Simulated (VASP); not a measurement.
Here is a VASP 6.6.1 calculation.

File INCAR:

```
PREC     = Accurate       # precision mode
ENCUT    = 600            # plane-wave cutoff, eV
EDIFF    = 1E-7           # SCF threshold, eV
ISMEAR   = 0              # smearing method
SIGMA    = 0.05           # smearing width, eV
LREAL    = False          # projectors in reciprocal space
LASPH    = True           # aspherical terms in the spheres
NELM     = 60             # most SCF steps
ALGO     = Fast           # electronic algorithm
ISIF     = 4              # what is computed and relaxed
LWAVE    = False          # write WAVECAR
LCHARG   = False          # write CHGCAR
GGA      = PS             # functional
IBRION   = 2              # ionic algorithm
NSW      = 60             # ionic steps
EDIFFG   = -0.01          # ionic threshold
```

KPOINTS

```
Automatic mesh
0
Gamma
  6 6 10
```

Contents of POSCAR:

```
InSb
1.0
    5.7606920887      0.0000000000      0.0000000000
    0.0000000000      5.8322279727      0.0000000000
    0.0000000000      0.0000000000      3.2970964417
In Sb
2 2
Direct
    0.0000000000      0.0000000000      0.0229633839
    0.5000000000      0.5000000000     -0.0229633839
    0.5000000000      0.0000000000      0.7026192207
    0.0000000000      0.5000000000      0.2973807793
```

Potentials or basis: VASP PAW PBE potentials, release 64 (In_d, Sb).

Command:

```console
$ cat potpaw_PBE.64/In_d/POTCAR potpaw_PBE.64/Sb/POTCAR > POTCAR
$ mpirun -np 1 vasp_std > vasp.out
```

(1) What does it give for the band gap on the k mesh?

Results:

(1) zero (bands 18 and 19 overlap by 3.05 eV).

Caveat: spin-orbit coupling is left out, which moves the levels of the heavy elements.
